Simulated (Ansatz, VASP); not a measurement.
**Two plane-wave programs on Se**

```
CELL_PARAMETERS angstrom
1.39427 -4.03900 0.00000
1.39427 4.03900 0.00000
0.00000 0.00000 4.61343
ATOMIC_POSITIONS crystal
Se 0.93566 0.06434 0.25000
Se 0.06434 0.93566 0.75000
```

Alike in both runs: task single point; functional PBE; k mesh 18 × 18 × 10; occupations gaussian, width 0.15 eV; no spin polarisation.

```csv
,VASP,Ansatz
version,VASP 6.6.1,Ansatz 0.2.0
potentials or method,"VASP PAW PBE potentials, release 64 (Se), cutoff 520 eV","scalar-relativistic, plane waves, PAW"
valence electrons in the cell,12,32
```

|  | VASP | Ansatz | Ansatz less VASP |
| --- | --- | --- | --- |
| gap on the k mesh at the Fermi level (eV) | none | none | - |
| pressure (GPa) | 1.6 | 1.5 | -0.05 |
| traceless stress, the component that is largest in VASP (GPa) | 1.48 | 1.42 | -0.054 |
| rms of the force components (eV/Å) | 0.012 | 0.015 | +0.0031 |

Atom by atom the forces differ by 0.003 eV/Å (rms over components). A gap of «none» marks a metal or a gap that the smearing closes. VASP's potentials hold 12 valence electrons a cell and Ansatz's 32, so a difference there can come from the potentials and not from the codes.
